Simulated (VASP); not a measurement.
# C in VASP: single point with PBE+D3(BJ)

Aim: the single point of C with PBE+D3(BJ).

Everything below comes from runs of VASP 6.6.1. Logs are shortened: lines on timing, memory, paths and dates and some standing lists are left out, and cuts for length are marked.

### Step 1. The cell of the first run

The cell holds a slab with vacuum, 32 atoms: a = 9.864 Å, b = 9.864 Å, c = 13.000 Å, α = 90.00°, β = 90.00°, γ = 120.00°.

### Step 2. Single point, PBE+D3(BJ)

INCAR

```
  ALGO = Normal
  EDIFF = 1E-6
  ENCUT = 520
  GGA = PE
  ISIF = 2
  ISMEAR = -1
  IVDW = 12
  LASPH = T
  LCHARG = T
  LELF = T
  LREAL = Auto
  LVHAR = T
  LWAVE = F
  NBANDS = 86
  NELM = 80
  PREC = Accurate
  SIGMA = 0.05
```

KPOINTS

```
k-points
0
Gamma
  2 2 1
```

POSCAR

```
C
1.0
    9.8640000000      0.0000000000      0.0000000000
   -4.9320000000      8.5424750000      0.0000000000
    0.0000000000      0.0000000000     13.0000000000
C
32
Direct
    0.0049717452     -0.0076558609      0.0665384615
    0.1720569487      0.0812996234      0.0610461538
    0.0075724582      0.2515196123      0.0680769231
    0.1723996764      0.3342356870      0.0757230769
    0.0018347411      0.4958633183      0.0836153846
    0.1685527896      0.5810025783      0.0858769231
    0.0018909219      0.7499700028      0.0707461538
    0.1685849871      0.8293029830      0.0670153846
    0.2541772771     -0.0018846997      0.0672769231
    0.4204917388      0.0810889116      0.0721461538
    0.2466335101      0.2447065985      0.0651461538
    0.4163211315      0.3381572671      0.0796000000
    0.2544666416      0.4967881088      0.0856538462
    0.4185970487      0.5868088581      0.0910307692
    0.2476292846      0.7472658685      0.0822846154
    0.4137618657      0.8371344370      0.0996769231
    0.5038228114     -0.0040737608      0.0834153846
    0.6685963764      0.0811708551      0.0779384615
    0.5063156995      0.2524326966      0.0750076923
    0.6719712517      0.3334396647      0.0826846154
    0.4986283072      0.5060360142      0.0801230769
    0.6679329837      0.5835545319      0.0859692308
    0.5008772550      0.7545120120      0.0959846154
    0.6668580597      0.8356828671      0.0954538462
    0.7509256833      0.0000468248      0.0849615385
    0.9207372013      0.0795319858      0.0709923077
    0.7565768151      0.2499743927      0.0776384615
    0.9217157559      0.3310633043      0.0751615385
    0.7484845976      0.4980640856      0.0858230769
    0.9169574737      0.5805694485      0.0756923077
    0.7425895523      0.7450533949      0.0853000000
    0.9165044265      0.8294200451      0.0710846154
```

Potentials or basis: VASP PAW PBE potentials, release 64 (C).

Run with:

```console
$ cat potpaw_PBE.64/C/POTCAR > POTCAR
$ mpirun -np 1 vasp_std > vasp.out
```

OUTCAR:

```text
EDIFF = 1E-6
   ENCUT = 520
   GGA = PE
   ISIF = 2
   ISMEAR = -1
   IVDW = 12
   LASPH = T
   LREAL = Auto
   NELM = 80
   PREC = Accurate
 IVDW          = 12

 ion  position               nearest neighbor table
   1  0.005  0.992  0.067-  32 1.39   2 1.43  26 1.47
   2  0.172  0.081  0.061-  11 1.40   9 1.41   1 1.43
   3  0.008  0.252  0.068-   4 1.41  28 1.42  26 1.47
   4  0.172  0.334  0.076-  13 1.39  11 1.41   3 1.41
   5  0.002  0.496  0.084-  28 1.41   6 1.42  30 1.45
   6  0.169  0.581  0.086-  15 1.42   5 1.42  13 1.45
[... 24 lines left out ...]
  31  0.743  0.745  0.085-  22 1.38  24 1.43  32 1.50
  32  0.917  0.829  0.071-   1 1.39   7 1.41  31 1.50

  LATTYP: Found a hexagonal cell.
 ALAT       =     9.8640000000
 C/A-ratio  =     1.3179237632

  Lattice vectors:

 A1 = (   9.8640000000,   0.0000000000,   0.0000000000)
 A2 = (  -4.9320000000,   8.5424750000,   0.0000000000)
 A3 = (   0.0000000000,   0.0000000000,  13.0000000000)

Analysis of symmetry for initial positions (statically):
=====================================================================
 Subroutine PRICEL returns:
 Original cell was already a primitive cell.

 Routine SETGRP: Setting up the symmetry group for a
 hexagonal supercell.

 Subroutine GETGRP returns: Found  1 space group operations
 (whereof  1 operations were pure point group operations)
 out of a pool of 24 trial point group operations.

The static configuration has the point symmetry C_1 .

Analysis of symmetry for dynamics (positions and initial velocities):
=====================================================================
 Subroutine PRICEL returns:
 Original cell was already a primitive cell.

 Routine SETGRP: Setting up the symmetry group for a
 hexagonal supercell.

 Subroutine GETGRP returns: Found  1 space group operations
 (whereof  1 operations were pure point group operations)
 out of a pool of 24 trial point group operations.

The dynamic configuration has the point symmetry C_1 .

 Subroutine INISYM returns: Found  1 space group operations
 (whereof  1 operations are pure point group operations),
 and found     1 'primitive' translations

----------------------------------------------------------------------------------------

                                     Primitive cell

  volume of cell :    1095.4187

  direct lattice vectors                    reciprocal lattice vectors
     9.864000000  0.000000000  0.000000000     0.101378751  0.058531046  0.000000000
    -4.932000000  8.542475000  0.000000000     0.000000000  0.117062093  0.000000000
     0.000000000  0.000000000 13.000000000     0.000000000  0.000000000  0.076923077

  length of vectors
     9.864000000  9.864000361 13.000000000     0.117062097  0.117062093  0.076923077

  position of ions in fractional coordinates (direct lattice)
     0.004971745  0.992344139  0.066538462
     0.172056949  0.081299623  0.061046154
     0.007572458  0.251519612  0.068076923
     0.172399676  0.334235687  0.075723077
     0.001834741  0.495863318  0.083615385
     0.168552790  0.581002578  0.085876923
[... 24 lines left out ...]
     0.742589552  0.745053395  0.085300000
     0.916504426  0.829420045  0.071084615

  ion indices of the primitive-cell ions
   primitive index   ion index
                 1           1
                 2           2
                 3           3
                 4           4
                 5           5
                 6           6
[... 24 lines left out ...]
                31          31
                32          32

----------------------------------------------------------------------------------------

 KPOINTS: k-points

Automatic generation of k-mesh.
 Grid dimensions read from file:
 generate k-points for:    2    2    1

 Generating k-lattice:

  Cartesian coordinates                     Fractional coordinates (reciprocal lattice)
     0.050689376  0.029265523  0.000000000     0.500000000 -0.000000000  0.000000000
     0.000000000  0.058531046  0.000000000     0.000000000  0.500000000  0.000000000
     0.000000000  0.000000000  0.076923077     0.000000000  0.000000000  1.000000000

  Length of vectors
     0.058531048  0.058531046  0.076923077

  Shift w.r.t. Gamma in fractional coordinates (k-lattice)
     0.000000000  0.000000000  0.000000000

 Subroutine IBZKPT returns following result:
 ===========================================

 Found      4 irreducible k-points:

 Following reciprocal coordinates:
            Coordinates               Weight
  0.000000  0.000000  0.000000      1.000000
  0.500000 -0.000000  0.000000      1.000000
  0.000000  0.500000  0.000000      1.000000
  0.500000  0.500000  0.000000      1.000000
   k-points           NKPTS =      4   k-points in BZ     NKDIM =      4   number of bands    NBANDS=     86
   number of dos      NEDOS =    301   number of ions     NIONS =     32
   total plane-waves  NPLWV = 627200
   dimension x,y,z NGX =    80 NGY =   80 NGZ =   98
   dimension x,y,z NGXF=   160 NGYF=  160 NGZF=  196
   ions per type =              32
   NGX,Y,Z   is equivalent  to a cutoff of  13.48, 13.48, 12.53 a.u.
   NGXF,Y,Z  is equivalent  to a cutoff of  26.97, 26.97, 25.06 a.u.
 SYSTEM =  unknown system
   PREC   = accura    normal or accurate (medium, high low for compatibility)
   ISTART =      0    job   : 0-new  1-cont  2-samecut
   ICHARG =      2    charge: 1-file 2-atom 10-const
   ISPIN  =      1    spin polarized calculation?
   LNONCOLLINEAR =      F non collinear calculations
   LSORBIT =      F    spin-orbit coupling
   LASPH  =      T    aspherical Exc in radial PAW
   ENCUT  =  520.0 eV  38.22 Ry    6.18 a.u.  18.34 18.34 24.17*2*pi/ulx,y,z
   NELM   =     80;   NELMIN=  2; NELMDL= -5     # of ELM steps
   EDIFF  = 0.1E-05   stopping-criterion for ELM
   LREAL  =      T    real-space projection
   EDIFFG = 0.1E-04   stopping-criterion for IOM
   NSW    =      0    number of steps for IOM
   IBRION =     -1    ionic relax: 0-MD 1-quasi-New 2-CG
   NFREE  =      0    steps in history (QN), initial steepest desc. (CG)
   ISIF   =      2    stress and relaxation
   ISYM   =      2    0-nonsym 1-usesym 2-fastsym
   POTIM  = 0.5000    time-step for ionic-motion
   TEBEG  =    0.0;   TEEND  =   0.0 temperature during run
   PSTRESS=    0.0 pullay stress
   NELECT =     128.0000    total number of electrons
   NUPDOWN=      -1.0000    fix difference up-down
   EMIN   =  10.00;   EMAX   =-10.00  energy-range for DOS
   EFERMI =   0.00;   METHOD = LEGACY
   ISMEAR =    -1;   SIGMA  =   0.05  broadening in eV -4-tet -1-fermi 0-gaus
   EFERMI_NEDOS =   21; number of points for ismear=-14 and -15
   IALGO  =     38    algorithm
   IMIX   =      4    mixing-type and parameters
     AMIX     =   0.40;   BMIX     =  1.00
     AMIX_MAG =   1.60;   BMIX_MAG =  1.00
  volume/ion in A,a.u.               =      34.23       231.01
  Fermi-wavevector in a.u.,A,eV,Ry     =   0.800359  1.512459  8.715543  0.640574
  Thomas-Fermi vector in A             =   1.907639
   LORBIT       =      0    0 simple, 1 ext, 2 COOP (PROOUT), +10 PAW based schemes
   GGA     = PE    functional components
   LHFCALC =     F    Hartree Fock is set to
   AEXX    =    0.0000 exact exchange contribution
   IVDW    =    12    specifies the selected vdW correction
   LEPSILON=     F    determine dielectric tensor
   LRPA    =     F    only Hartree local field effects (RPA)
 non-spin polarized calculation
  energy-cutoff  :      520.00
  volume of cell :     1095.42
 maximum number of plane-waves:     29533
 NGX is ok and might be reduce to    80
   NGX = 37   NGY = 37   NGZ = 49

 number of electron     128.0000002 magnetization

 Free energy of the ion-electron system (eV)
  ---------------------------------------------------
  ext. energy  EPLUGINS =         0.00000000
  ---------------------------------------------------
  free energy    TOTEN  =      -293.52798490 eV

  energy without entropy =     -293.52798482  energy(sigma->0) =     -293.52798486

 E-fermi :  -1.9921     XC(G=0):  -3.3092

 val. band max:       -2.8287305939   @ k =   0.0000   0.5000   0.0000
 cond. band min:      -1.1617560518   @ k =   0.0000   0.5000   0.0000
 fundamental gap:      1.6669745420
 Fermi energy:        -1.9920570264

 k-point     1 :       0.0000    0.0000    0.0000
  band No.  band energies     occupation
      1     -21.4483      2.00000
      2     -20.1513      2.00000
      3     -20.0982      2.00000
      4     -20.0145      2.00000
      5     -19.9876      2.00000
      6     -19.8884      2.00000
[... 68 lines left out ...]
     75       2.3212      0.00000
     76       3.0581      0.00000

 k-point     2 :       0.5000   -0.0000    0.0000
  band No.  band energies     occupation
      1     -21.1239      2.00000
      2     -21.0415      2.00000
      3     -20.4283      2.00000
      4     -20.2570      2.00000
      5     -19.0529      2.00000
      6     -18.9689      2.00000
[... 68 lines left out ...]
     75       2.5831      0.00000
     76       2.7828      0.00000

 k-point     3 :       0.0000    0.5000    0.0000
  band No.  band energies     occupation
      1     -21.1242      2.00000
      2     -21.0430      2.00000
      3     -20.4096      2.00000
      4     -20.2768      2.00000
      5     -19.0871      2.00000
      6     -18.9022      2.00000
[... 68 lines left out ...]
     75       2.7802      0.00000
     76       2.8130      0.00000

 k-point     4 :       0.5000    0.5000    0.0000
  band No.  band energies     occupation
      1     -21.1376      2.00000
      2     -21.0238      2.00000
      3     -20.4011      2.00000
      4     -20.3011      2.00000
      5     -19.0369      2.00000
      6     -18.9025      2.00000
[... 68 lines left out ...]
     75       2.6726      0.00000
     76       2.7696      0.00000
 [bands above 76 left out]

------------------------ aborting loop because EDIFF is reached ----------------------------------------

 Edisp (eV)   -2.83834

 E8    (eV) :    -0.8855

  FORCE on cell =-STRESS in cart. coord.  units (eV):
  Direction    XX          YY          ZZ          XY          YZ          ZX
  --------------------------------------------------------------------------------------
  -------------------------------------------------------------------------------------
  Total      -2.28144     0.55759    -1.43885    -0.80305    -0.57013     1.02904
  in kB      -3.33687     0.81554    -2.10449    -1.17455    -0.83388     1.50510
  external pressure =       -1.54 kB  Pullay stress =        0.00 kB

 VOLUME and BASIS-vectors are now :
 -----------------------------------------------------------------------------
  energy-cutoff  :      520.00
  volume of cell :     1095.42
      direct lattice vectors                 reciprocal lattice vectors
     9.864000000  0.000000000  0.000000000     0.101378751  0.058531046  0.000000000
    -4.932000000  8.542475000  0.000000000     0.000000000  0.117062093  0.000000000
     0.000000000  0.000000000 13.000000000     0.000000000  0.000000000  0.076923077

 POSITION                                       TOTAL-FORCE (eV/Angst)
 -----------------------------------------------------------------------------------
     -4.84520      8.47707      0.86500        -2.353605      1.977706     -0.062644
      1.29620      0.69450      0.79360        -0.711473     -1.170765      0.321253
     -1.16580      2.14860      0.88500        -0.727990     -1.923255      0.733260
      0.05210      2.85520      0.98440        -0.639233     -1.321531     -0.907818
     -2.42750      4.23590      1.08700        -0.545263      1.187979     -0.983666
     -1.20290      4.96320      1.11640         0.158027     -0.641869     -0.086502
[... 24 lines left out ...]
      3.65030      6.36460      1.10890         2.739237      2.665554     -0.166558
      4.94970      7.08530      0.92410        -0.970566     -0.756472      0.598882
 -----------------------------------------------------------------------------------
    total drift:                                0.039111     -0.013037     -0.003561

  FREE ENERGIE OF THE ION-ELECTRON SYSTEM (eV)
  ---------------------------------------------------
  free  energy   TOTEN  =      -296.3663202406 eV

  energy  without entropy=     -296.3663201672  energy(sigma->0) =     -296.36632020
```

Wall time 35 min (1 thread of AMD EPYC 7R13, shared host); peak memory 1.1 GiB.

What came out:

```
Free energy                : -296.3663 eV
Largest force              : 3.826 eV/Å
Band gap on the k mesh     : 1.67 eV, direct
Dispersion energy per atom : -0.089 eV
```

Forces on the atoms (eV/Å):
```
C   -2.354  1.978 -0.063
C   -0.711 -1.171  0.321
C   -0.728 -1.923  0.733
C   -0.639 -1.322 -0.908
C   -0.545  1.188 -0.984
C    0.158 -0.642 -0.087
C    0.164 -1.949 -0.375
C   -1.315  1.081  0.648
C    0.624 -0.111 -0.458
C    0.089  1.234  0.325
C    2.382  2.310  1.289
C    1.503 -1.905 -1.552
C   -1.773  1.776  0.247
C   -0.421  0.755 -0.504
C    1.210  0.205  0.752
C    1.995 -2.504 -1.677
C   -2.247  2.365 -0.048
C    0.418  0.993  0.712
C   -1.755 -0.651  0.516
C   -0.460 -0.503 -0.311
C    2.451 -1.848  1.180
C   -1.591 -1.143 -0.242
C   -0.802 -0.516  0.890
C    0.036 -1.076 -0.850
C    2.202  0.363 -0.611
C   -0.078  0.663  0.146
C   -1.072 -0.696 -0.213
C   -0.223 -0.078  0.338
C    1.588  0.986 -0.797
C    0.125  0.232  1.150
C    2.739  2.666 -0.167
C   -0.971 -0.756  0.599
```
